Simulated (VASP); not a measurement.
A run of VASP 6.6.1 is set up as follows.

File INCAR:

```
SYSTEM = TaAs
ALGO     = Normal         ! electronic algorithm
EDIFF    = 1E-7           ! SCF threshold, eV
ENCUT    = 520            ! plane-wave cutoff, eV
GGA      = PS             ! functional
ISIF     = 2              ! what is computed and relaxed
ISMEAR   = -1             ! smearing method
LASPH    = .True.         ! aspherical terms in the spheres
LCHARG   = .False.        ! write CHGCAR
LREAL    = .False.        ! projectors in reciprocal space
LWAVE    = .False.        ! write WAVECAR
NBANDS   = 24             ! bands
NELM     = 60             ! most SCF steps
PREC     = Accurate       ! precision mode
SIGMA    = 0.05           ! smearing width, eV
```

File KPOINTS:

```
k-points
0
Gamma
  11 11 11
  0 0 0
```

POSCAR

```
TaAs
1.0
   -1.6866644514      1.6866644514      5.7481540155
    1.6866644514     -1.6866644514      5.7481540155
    1.6866644514      1.6866644514     -5.7481540155
Ta As
2 2
Direct
    0.4999673000      0.4999673000      0.0000000000
    0.2499673000      0.7499673000      0.5000000000
    0.0826321200      0.0826321200      0.0000000000
    0.8326321200      0.3326321200      0.5000000000
```

Potentials or basis: VASP PAW PBE potentials, release 64 (Ta_pv, As).

The run is started by

```console
$ cat potpaw_PBE.64/Ta_pv/POTCAR potpaw_PBE.64/As/POTCAR > POTCAR
$ mpirun -np 1 vasp_std > vasp.out
```

**Question.** What does it give for the band gap on the k mesh?

**Answer.** Zero (filled and empty bands overlap).

**Question.** What does it give for the pressure?

**Answer.** 9.5 GPa.

Stress tensor (GPa, compression positive):
```
10.37  0.00  0.00
 0.00 10.37  0.00
 0.00  0.00  7.72
```

Caveat: the PAW data sets were made with another functional, which shifts forces and pressure a little; spin-orbit coupling is left out, which moves the levels of the heavy elements.
